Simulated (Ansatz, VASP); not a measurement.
Si: VASP beside Ansatz

```
Si
1.0
     2.50434    0.00000    0.00000
    -1.25217    2.16882    0.00000
     0.00000    0.00000    2.35172
Si
1
Cartesian
  0.0000 0.0000 0.0000
```

Alike in both runs: task single point; functional PBEsol; k mesh 15 × 15 × 14; occupations fermi-dirac, width 0.15 eV; no spin polarisation.

```csv
,VASP,Ansatz
version,VASP 6.6.1,Ansatz 0.2.0
potentials or method,"VASP PAW PBE potentials, release 64 (Si), cutoff 500 eV","plane waves, PAW"
valence electrons in the cell,4,4
```

|  | VASP | Ansatz | Ansatz less VASP |
| --- | --- | --- | --- |
| pressure (GPa) | 23.5 | 23.3 | -0.25 |
| traceless stress, the component that is largest in VASP (GPa) | -0.08 | -0.16 | -0.086 |

VASP's potentials were made for PBE, not for PBEsol. With one functional, cell and mesh, what is left measures potentials, basis and numerics.
